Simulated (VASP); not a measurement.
**Tl3Cu: relaxation of cell and atoms with PBE**

Crystal: Tl3Cu.

```xyz
4
Lattice="4.7170 0.0000 0.0000 0.0000 4.7170 0.0000 0.0000 0.0000 4.7170" Properties=species:S:1:pos:R:3 pbc="T T T"
Tl    2.3585    2.3585    0.0000
Tl    2.3585    0.0000    2.3585
Tl    0.0000    2.3585    2.3585
Cu    0.0000    0.0000    0.0000
```

```
Program                : VASP 6.6.1
Task                   : relaxation of cell and atoms
Functional             : PBE
Potentials or basis    : VASP PAW PBE potentials, release 64 (Tl_d, Cu)
Cutoff                 : 600 eV
k mesh                 : 6 × 6 × 6
Occupations            : fermi-dirac, width 0.05 eV
Spin                   : no spin polarisation
Target pressure        : 30 GPa
Dipole correction      : no
Further INCAR settings : ALGO = Normal; EDIFF = 1e-06; IBRION = 2; EDIFFG = -0.01; NSW = 60; ISIF = 3
```

* Relaxed volume: 18.43 Å³/atom
* Relaxed cell: a = 4.193 Å, b = 4.193 Å, c = 4.193 Å, α = 90.00°, β = 90.00°, γ = 90.00°
* Space group after relaxing (to 0.1 Å): Pm-3m (No. 221)
* Energy change on relaxing (the run minimises the enthalpy): +502.1 meV/atom
* Ionic steps: 5
* Pressure after relaxing: 30.0 GPa
* Band gap on the k mesh: zero (bands 25 and 26 overlap by 4.69 eV)

Step by step:
| step | energy change (eV) | largest force (eV/Å) | pressure (GPa) | volume (Å³) |
| --- | --- | --- | --- | --- |
| 1 | 0.0000 | 0.0000 | 0.06 | 104.95 |
| 2 | 19.0639 | 0.0000 | 246.78 | 46.70 |
| 3 | 1.4957 | 0.0000 | 23.70 | 76.77 |
| 4 | 1.7466 | 0.0000 | 26.85 | 75.18 |
| 5 | 2.0086 | 0.0000 | 30.05 | 73.71 |

Final structure:
```xyz
4
Lattice="4.1928 0.0000 0.0000 0.0000 4.1928 0.0000 0.0000 0.0000 4.1928" Properties=species:S:1:pos:R:3 pbc="T T T"
Tl    2.0964    2.0964    0.0000
Tl    2.0964    0.0000    2.0964
Tl    0.0000    2.0964    2.0964
Cu    0.0000    0.0000    0.0000
```

Levels at points of the mesh, in eV from the Fermi level:
| k point | band 23 | band 24 | band 25 | band 26 | band 27 | band 28 |
| --- | --- | --- | --- | --- | --- | --- |
| (0.00, 0.00, 0.00) | -2.56 | -2.56 | -1.20 | -1.20 | 1.52 | 5.86 |
| (0.50, 0.00, 0.00) | -1.77 | 0.75 | 0.76 | 0.76 | 1.65 | 1.65 |
| (0.50, 0.50, 0.00) | -2.73 | -2.64 | 2.41 | 3.35 | 3.35 | 3.78 |
| (0.50, 0.50, 0.50) | -2.90 | -2.90 | -2.29 | -2.29 | -2.29 | -0.48 |

It took 7 min on 1 thread of Intel(R) Xeon(R) Platinum 8259CL CPU @ 2.50GHz (Skylake/Cascade Lake), with other jobs on the host, peak memory 0.29 GiB.

Caveat: the cell is relaxed towards a set pressure, so the run minimises the enthalpy, not the energy; the volume moved by over 15 % at a fixed basis, so the end points are rough; spin-orbit coupling is left out, which moves the levels of the heavy elements.
